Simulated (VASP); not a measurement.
Wanted: the native input for a VASP 6.6.1 run.

```yaml
Task: single point
Functional: PBE
Potentials_or_basis: VASP PAW PBE potentials, release 64 (Sm_3, Ta_pv, I), 4f in core
Cutoff: 500 eV
k_mesh: 4 × 4 × 4
Occupations: gaussian, width 0.1 eV
Spin: no spin polarisation
Dipole_correction: no
Further_INCAR_settings: ALGO = Normal; EDIFF = 1e-06; NBANDS = 40
```

The structure of Sm4TaI lies in POSCAR:

```
Sm4TaI
1.0
    4.7443956400      0.0000000000      0.0000000000
    0.0000000000      4.7443956400      0.0000000000
    0.0000000000      0.0000000000      6.7177191000
Sm Ta I
4 1 1
Direct
    0.5000000000      0.0000000000      0.7458124800
    0.0000000000      0.5000000000      0.2541875200
    0.5000000000      0.0000000000      0.2541875200
    0.0000000000      0.5000000000      0.7458124800
    0.0000000000      0.0000000000      0.0000000000
    0.5000000000      0.5000000000      0.5000000000
```

The cell was generated, and may not be a known phase.

One way to write it, as run:

INCAR

```
SYSTEM = Sm4TaI
PREC = Accurate
ENCUT = 500
EDIFF = 1E-6
ISMEAR = 0
SIGMA = 0.1
LREAL = .FALSE.
LASPH = .TRUE.
NELM = 200
ALGO = Normal
ISIF = 2
LWAVE = .FALSE.
LCHARG = .TRUE.
GGA = PE
LELF = .TRUE.
LVHAR = .TRUE.
NBANDS = 40
GGA_COMPAT = .FALSE.
LMAXMIX = 6
```

KPOINTS

```
regular mesh
0
G
  4 4 4
  0 0 0
```

Potentials or basis: VASP PAW PBE potentials, release 64 (Sm_3, Ta_pv, I), 4f in core.

Launch:

```console
$ cat potpaw_PBE.64/Sm_3/POTCAR potpaw_PBE.64/Ta_pv/POTCAR potpaw_PBE.64/I/POTCAR > POTCAR
$ mpirun -np 1 vasp_std > vasp.out
```

Results of the run:

```yaml
Pressure: 20.3 GPa
Largest_force: 1.767 eV/Å
Band_gap_on_the_k_mesh: zero (bands 31 and 32 overlap by 0.26 eV)
```

Caveat: the cell stands under pressure; spin-orbit coupling is left out, which moves the levels of the heavy elements; the 4f electrons are frozen in the core, so they carry no moment and show no levels; the run has no spin polarisation, though such a crystal can be magnetic; forces of over 1 eV/Å act on the atoms, so gaps and moduli don't describe the material at rest.

Wall time 50 s on 1 thread of Intel(R) Xeon(R) 6975P-C (Granite Rapids), with other jobs on the host, peak memory 0.29 GiB.
